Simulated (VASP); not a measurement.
# SiC (P6_3mc) in VASP: notebook

Runs on SiC. Level: PBE. Tasks: single point.

Program: VASP 6.6.1. These are calculated values, not measurements. Logs are shortened: lines on timing, memory, paths and dates and some standing lists are left out, and cuts for length are marked.

### 1 The cell of the first run

Symmetry: P6_3mc, No. 186, hexagonal system. The conventional cell has a = 3.014 Å, b = 3.014 Å, c = 5.048 Å, α = 90.00°, β = 90.00°, γ = 120.00°. Within 2.4 Å of Si (site symmetry 3m) lie 4 C at 1.83 to 1.94 Å. C (site symmetry 3m) has 4 Si at 1.83 to 1.94 Å within 2.4 Å.

### 2 Single point, PBE (equal xx and yy strain of -2 %)

File INCAR:

```
SYSTEM = SiC
  PREC = Accurate
  ENCUT = 520
  EDIFF = 1E-7
  ISMEAR = -1
  SIGMA = 0.08
  LREAL = .False.
  LASPH = .True.
  NELM = 80
  ALGO = Normal
  ISIF = 2
  LWAVE = .False.
  LCHARG = .False.
  GGA = PE
  NBANDS = 16
```

File KPOINTS:

```
regular mesh
0
Gamma
  15 15 8
  0 0 0
```

File POSCAR:

```
SiC
1.0
    3.0144782423      0.0000000000      0.0000000000
   -1.5072391211      2.6106147370      0.0000000000
    0.0000000000      0.0000000000      5.0480000000
Si C
2 2
Direct
    0.3333333333      0.6666666667      0.0000000000
    0.6666666667      0.3333333333      0.5000000000
    0.3333333333      0.6666666667      0.3850000000
    0.6666666667      0.3333333333      0.8850000000
```

Potentials or basis: VASP PAW PBE potentials, release 64 (Si, C).

Command:

```console
cat potpaw_PBE.64/Si/POTCAR potpaw_PBE.64/C/POTCAR > POTCAR
mpirun -np 1 vasp_std > vasp.out
```

OUTCAR:

```text
SYSTEM = SiC
   PREC = Accurate
   ENCUT = 520
   EDIFF = 1E-7
   ISMEAR = -1
   LREAL = .False.
   LASPH = .True.
   NELM = 80
   ISIF = 2
   GGA = PE

 ion  position               nearest neighbor table
   1  0.333  0.667  0.000-   4 1.83   4 1.83   4 1.83   3 1.94   2 3.07   2 3.07   2 3.07   2 3.07
                             2 3.07   2 3.07
   2  0.667  0.333  0.500-   3 1.83   3 1.83   3 1.83   4 1.94   1 3.07   1 3.07   1 3.07   1 3.07
                             1 3.07   1 3.07
   3  0.333  0.667  0.385-   2 1.83   2 1.83   2 1.83   1 1.94
   4  0.667  0.333  0.885-   1 1.83   1 1.83   1 1.83   2 1.94

  LATTYP: Found a hexagonal cell.
 ALAT       =     3.0144782423
 C/A-ratio  =     1.6745849843

  Lattice vectors:

 A1 = (   3.0144782423,   0.0000000000,   0.0000000000)
 A2 = (  -1.5072391211,   2.6106147370,   0.0000000000)
 A3 = (   0.0000000000,   0.0000000000,   5.0480000000)

Analysis of symmetry for initial positions (statically):
=====================================================================
 Subroutine PRICEL returns:
 Original cell was already a primitive cell.

 Routine SETGRP: Setting up the symmetry group for a
 hexagonal supercell.

 Subroutine GETGRP returns: Found 12 space group operations
 (whereof  6 operations were pure point group operations)
 out of a pool of 24 trial point group operations.

The static configuration has the point symmetry C_3v.
 The point group associated with its full space group is C_6v.

Analysis of symmetry for dynamics (positions and initial velocities):
=====================================================================
 Subroutine PRICEL returns:
 Original cell was already a primitive cell.

 Routine SETGRP: Setting up the symmetry group for a
 hexagonal supercell.

 Subroutine GETGRP returns: Found 12 space group operations
 (whereof  6 operations were pure point group operations)
 out of a pool of 24 trial point group operations.

The dynamic configuration has the point symmetry C_3v.
 The point group associated with its full space group is C_6v.

 Subroutine INISYM returns: Found 12 space group operations
 (whereof  6 operations are pure point group operations),
 and found     1 'primitive' translations

----------------------------------------------------------------------------------------

                                     Primitive cell

  volume of cell :      39.7259

  direct lattice vectors                    reciprocal lattice vectors
     3.014478242  0.000000000  0.000000000     0.331732366  0.191525771  0.000000000
    -1.507239121  2.610614737  0.000000000     0.000000000  0.383051542  0.000000000
     0.000000000  0.000000000  5.048000000     0.000000000  0.000000000  0.198098257

  length of vectors
     3.014478242  3.014478242  5.048000000     0.383051542  0.383051542  0.198098257

  position of ions in fractional coordinates (direct lattice)
     0.333333333  0.666666667  0.000000000
     0.666666667  0.333333333  0.500000000
     0.333333333  0.666666667  0.385000000
     0.666666667  0.333333333  0.885000000

  ion indices of the primitive-cell ions
   primitive index   ion index
                 1           1
                 2           2
                 3           3
                 4           4

----------------------------------------------------------------------------------------

 KPOINTS: regular mesh

Automatic generation of k-mesh.
 Grid dimensions read from file:
 generate k-points for:   15   15    8

 Generating k-lattice:

  Cartesian coordinates                     Fractional coordinates (reciprocal lattice)
     0.022115491  0.012768385  0.000000000     0.066666667  0.000000000  0.000000000
     0.000000000  0.025536769  0.000000000     0.000000000  0.066666667  0.000000000
     0.000000000  0.000000000  0.024762282     0.000000000  0.000000000  0.125000000

  Length of vectors
     0.025536769  0.025536769  0.024762282

  Shift w.r.t. Gamma in fractional coordinates (k-lattice)
     0.000000000  0.000000000  0.000000000

 Subroutine IBZKPT returns following result:
 ===========================================

 Found    135 irreducible k-points:

 Following reciprocal coordinates:
            Coordinates               Weight
  0.000000  0.000000  0.000000      1.000000
  0.066667 -0.000000  0.000000      6.000000
  0.133333  0.000000  0.000000      6.000000
  0.200000 -0.000000  0.000000      6.000000
  0.266667  0.000000  0.000000      6.000000
  0.333333 -0.000000  0.000000      6.000000
[... 16 lines left out ...]
  0.333333  0.200000  0.000000     12.000000
  0.400000  0.200000  0.000000      6.000000
 [... further k-points ...]
   k-points           NKPTS =    135   k-points in BZ     NKDIM =    135   number of bands    NBANDS=     16
   number of dos      NEDOS =    301   number of ions     NIONS =      4
   total plane-waves  NPLWV =  23040
   dimension x,y,z NGX =    24 NGY =   24 NGZ =   40
   dimension x,y,z NGXF=    48 NGYF=   48 NGZF=   80
   ions per type =               2   2
   NGX,Y,Z   is equivalent  to a cutoff of  13.24, 13.24, 13.17 a.u.
   NGXF,Y,Z  is equivalent  to a cutoff of  26.47, 26.47, 26.35 a.u.
 SYSTEM =  SiC
   PREC   = accura    normal or accurate (medium, high low for compatibility)
   ISTART =      0    job   : 0-new  1-cont  2-samecut
   ICHARG =      2    charge: 1-file 2-atom 10-const
   ISPIN  =      1    spin polarized calculation?
   LNONCOLLINEAR =      F non collinear calculations
   LSORBIT =      F    spin-orbit coupling
   LASPH  =      T    aspherical Exc in radial PAW
   ENCUT  =  520.0 eV  38.22 Ry    6.18 a.u.   5.60  5.60  9.39*2*pi/ulx,y,z
   NELM   =     80;   NELMIN=  2; NELMDL= -5     # of ELM steps
   EDIFF  = 0.1E-06   stopping-criterion for ELM
   LREAL  =      F    real-space projection
   EDIFFG = 0.1E-05   stopping-criterion for IOM
   NSW    =      0    number of steps for IOM
   IBRION =     -1    ionic relax: 0-MD 1-quasi-New 2-CG
   NFREE  =      0    steps in history (QN), initial steepest desc. (CG)
   ISIF   =      2    stress and relaxation
   ISYM   =      2    0-nonsym 1-usesym 2-fastsym
   POTIM  = 0.5000    time-step for ionic-motion
   TEBEG  =    0.0;   TEEND  =   0.0 temperature during run
   PSTRESS=    0.0 pullay stress
   NELECT =      16.0000    total number of electrons
   NUPDOWN=      -1.0000    fix difference up-down
   EMIN   =  10.00;   EMAX   =-10.00  energy-range for DOS
   EFERMI =   0.00;   METHOD = LEGACY
   ISMEAR =    -1;   SIGMA  =   0.08  broadening in eV -4-tet -1-fermi 0-gaus
   EFERMI_NEDOS =   21; number of points for ismear=-14 and -15
   IALGO  =     38    algorithm
   IMIX   =      4    mixing-type and parameters
     AMIX     =   0.40;   BMIX     =  1.00
     AMIX_MAG =   1.60;   BMIX_MAG =  1.00
  volume/ion in A,a.u.               =       9.93        67.02
  Fermi-wavevector in a.u.,A,eV,Ry     =   1.208992  2.284663 19.887111  1.461661
  Thomas-Fermi vector in A             =   2.344583
   LORBIT       =      0    0 simple, 1 ext, 2 COOP (PROOUT), +10 PAW based schemes
   GGA     = PE    functional components
   LHFCALC =     F    Hartree Fock is set to
   AEXX    =    0.0000 exact exchange contribution
   IVDW    =     0    specifies the selected vdW correction
   LEPSILON=     F    determine dielectric tensor
   LRPA    =     F    only Hartree local field effects (RPA)
 non-spin polarized calculation
  energy-cutoff  :      520.00
  volume of cell :       39.73
 maximum number of plane-waves:      1099
 NGX is ok and might be reduce to    24
   NGX = 11   NGY = 11   NGZ = 19

 number of electron      15.9999999 magnetization

 Free energy of the ion-electron system (eV)
  ---------------------------------------------------
  ext. energy  EPLUGINS =         0.00000000
  ---------------------------------------------------
  free energy    TOTEN  =       -29.93921644 eV

  energy without entropy =      -29.93921643  energy(sigma->0) =      -29.93921644

 E-fermi :   9.9643     XC(G=0): -11.5257

 val. band max:        8.7721940293   @ k =   0.0000   0.0000   0.0000
 cond. band min:      11.0693088215   @ k =   0.3333   0.3333   0.0000
 fundamental gap:      2.2971147922
 Fermi energy:         9.9643386389

 k-point     1 :       0.0000    0.0000    0.0000
  band No.  band energies     occupation
      1      -7.1817      2.00000
      2      -3.6976      2.00000
      3      -0.0901      2.00000
      4       7.4158      2.00000
      5       7.4158      2.00000
      6       8.6157      2.00000
[... 8 lines left out ...]
     15      17.9107      0.00000
     16      20.4838      0.00000

 k-point     2 :       0.0667   -0.0000    0.0000
  band No.  band energies     occupation
      1      -7.1007      2.00000
      2      -3.6269      2.00000
      3      -0.0132      2.00000
      4       6.9618      2.00000
      5       7.2725      2.00000
      6       8.3187      2.00000
[... 8 lines left out ...]
     15      18.1215      0.00000
     16      19.6962      0.00000

 k-point     3 :       0.1333    0.0000    0.0000
  band No.  band energies     occupation
      1      -6.8588      2.00000
      2      -3.4183      2.00000
      3       0.2143      2.00000
      4       5.8666      2.00000
      5       6.9197      2.00000
      6       7.5339      2.00000
[... 8 lines left out ...]
     15      18.6374      0.00000
     16      18.7049      0.00000

 k-point     4 :       0.2000   -0.0000    0.0000
  band No.  band energies     occupation
      1      -6.4601      2.00000
      2      -3.0830      2.00000
      3       0.5808      2.00000
      4       4.5183      2.00000
      5       6.4729      2.00000
      6       6.4893      2.00000
[... 8 lines left out ...]
     15      18.6630      0.00000
     16      19.2005      0.00000
[... 324 lines left out ...]
 k-point    22 :       0.2667    0.2000    0.0000
  band No.  band energies     occupation
      1      -4.3735      2.00000
      2      -1.7880      2.00000
      3       1.3818      2.00000
      4       2.7815      2.00000
      5       3.0899      2.00000
      6       4.1761      2.00000
[... 8 lines left out ...]
     15      19.4398      0.00000
     16      20.8718      0.00000

 k-point    23 :       0.3333    0.2000    0.0000
  band No.  band energies     occupation
      1      -3.6291      2.00000
      2      -1.8475      2.00000
      3       1.1792      2.00000
      4       2.5086      2.00000
      5       3.3137      2.00000
      6       3.6729      2.00000
[... 8 lines left out ...]
     15      19.8854      0.00000
     16      20.8570      0.00000

 k-point    24 :       0.4000    0.2000    0.0000
  band No.  band energies     occupation
      1      -3.1784      2.00000
      2      -2.0924      2.00000
      3       1.1988      2.00000
      4       2.4015      2.00000
      5       3.0046      2.00000
      6       3.9990      2.00000
[... 8 lines left out ...]
     15      19.9387      0.00000
     16      21.3536      0.00000

 [... further k-points ...]
[... 5 lines left out ...]
  --------------------------------------------------------------------------------------
  -------------------------------------------------------------------------------------
  Total        5.0235121      5.0235121      0.5321421      0.0000000      0.0000000      0.0000000
  in kB      202.6020092    202.6020092     21.4616901      0.0000000      0.0000000      0.0000000
  external PRESSURE =     142.2219029 kB  Pullay stress =       0.0000000 kB

 VOLUME and BASIS-vectors are now :
 -----------------------------------------------------------------------------
  energy-cutoff  :      520.00
  volume of cell :       39.73
      direct lattice vectors                 reciprocal lattice vectors
     3.014478242  0.000000000  0.000000000     0.331732366  0.191525771  0.000000000
    -1.507239121  2.610614737  0.000000000     0.000000000  0.383051542  0.000000000
     0.000000000  0.000000000  5.048000000     0.000000000  0.000000000  0.198098257

 POSITION                                       TOTAL-FORCE (eV/Angst)
 -----------------------------------------------------------------------------------
     -0.00000      1.74041      0.00000        -0.000000      0.000000      0.999628
      1.50724      0.87020      2.52400         0.000000      0.000000      0.999628
     -0.00000      1.74041      1.94348        -0.000000     -0.000000     -0.999628
      1.50724      0.87020      4.46748         0.000000      0.000000     -0.999628
 -----------------------------------------------------------------------------------
    total drift:                                0.000000      0.000000     -0.000100

  FREE ENERGIE OF THE ION-ELECTRON SYSTEM (eV)
  ---------------------------------------------------
  free  energy   TOTEN  =       -29.9392164412 eV

  energy  without entropy=      -29.9392164328  energy(sigma->0) =      -29.93921644
```

Wall time 58 s (1 thread of AMD EPYC 7R13 (Zen 3), shared host); peak memory 0.17 GiB.

Results:

* Free energy: -29.9392 eV
* Pressure: 14.2 GPa
* Largest force: 1.000 eV/Å
* Band gap on the k mesh: 2.30 eV, indirect (least direct gap 4.37 eV)

Forces on the atoms (eV/Å):
```
Si   0.000  0.000  1.000
Si   0.000  0.000  1.000
C    0.000  0.000 -1.000
C    0.000  0.000 -1.000
```

Stress tensor (GPa, compression positive):
```
20.26  0.00  0.00
 0.00 20.26  0.00
 0.00  0.00  2.15
```

Caveat: the cell differs from its parent crystal (equal xx and yy strain of -2 %). A k mesh can miss the band edges.

### 3 Single point, PBE (equal xx and yy strain of +1 %)

File INCAR:

```
PREC = Accurate
ENCUT = 520
EDIFF = 1E-6
ISMEAR = -1
SIGMA = 0.08
LREAL = False
LASPH = True
NELM = 60
ALGO = Normal
ISIF = 2
LWAVE = False
LCHARG = True
GGA = PE
LELF = True
LVHAR = True
NBANDS = 16
```

File KPOINTS:

```
Automatic mesh
0
Gamma
  15 15 8
```

Changes to POSCAR since step 2:

```diff
@@ -2,4 +2,4 @@
 1.0
-    3.0144782423      0.0000000000      0.0000000000
-   -1.5072391211      2.6106147370      0.0000000000
+    3.1067581885      0.0000000000      0.0000000000
+   -1.5533790942      2.6905315147      0.0000000000
     0.0000000000      0.0000000000      5.0480000000
```

Potentials or basis: VASP PAW PBE potentials, release 64 (Si, C).

Command:

```console
cat potpaw_PBE.64/Si/POTCAR potpaw_PBE.64/C/POTCAR > POTCAR
mpirun -np 1 vasp_std > vasp.out
```

Run time: 70 s. Hardware: 1 thread of AMD EPYC 7R13 (Zen 3), shared host; peak memory 0.18 GiB.

The run converged. Its results:

```yaml
Free_energy: -30.0777 eV
Pressure: -0.9 GPa
Largest_force: 0.655 eV/Å
Band_gap_on_the_k_mesh: 2.34 eV, indirect (least direct gap 3.95 eV)
```

Forces in eV/Å, atoms in the order of the input:
```
Si   0.000  0.000  0.655
Si   0.000  0.000  0.655
C    0.000  0.000 -0.655
C    0.000  0.000 -0.655
```

Stress tensor (GPa, compression positive):
```
-1.20  0.00  0.00
 0.00 -1.20  0.00
 0.00  0.00 -0.33
```

Levels at points of the mesh, in eV from the valence-band top:
| k point | band 6 | band 7 | band 8 | band 9 | band 10 | band 11 |
| --- | --- | --- | --- | --- | --- | --- |
| (0.00, 0.00, 0.00) | -0.32 | -0.32 | 0.00 | 4.26 | 5.92 | 6.27 |
| (0.00, 0.00, 0.50) | -1.03 | -1.03 | -1.03 | 5.38 | 5.38 | 6.95 |

Caveat: the cell differs from its parent crystal (equal xx and yy strain of +1 %).

(Part 1 of 3 ends here.)
